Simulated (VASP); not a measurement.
K, 2 atoms in the cell. The structure is cubic, space group Fd-3m (No. 227). The conventional cell has a = 8.452 Å, b = 8.452 Å, c = 8.452 Å, α = 90.00°, β = 90.00°, γ = 90.00°. Within 4.8 Å of K (site symmetry -43m) lie 4 K at 3.66 Å. This isn't the form of K at room conditions, which is bcc.

```yaml
Program: VASP 6.6.1
Task: single point
Functional: PBE
Potentials_or_basis: VASP PAW PBE potentials, release 64 (K_sv)
Cutoff: 520 eV
k_mesh: 8 × 8 × 8
Occupations: fermi-dirac, width 0.1 eV
Spin: no spin polarisation
Dipole_correction: no
Further_INCAR_settings: ALGO = Normal; EDIFF = 1e-06; NBANDS = 16
```

Potentials or basis: VASP PAW PBE potentials, release 64 (K_sv).

Command:

```console
$ cat potpaw_PBE.64/K_sv/POTCAR > POTCAR
$ mpirun -np 1 vasp_std > vasp.out
```

Hardware: 1 thread of AMD EPYC 9R45 96-Core Processor (Zen 5), with other jobs on the host.

Q: Estimate the wall time of this run.

A: Run time: 45 s on 1 thread of AMD EPYC 9R45 96-Core Processor (Zen 5) (shared host), peak memory 0.29 GiB. Counts: scf iterations 11, k points 29.
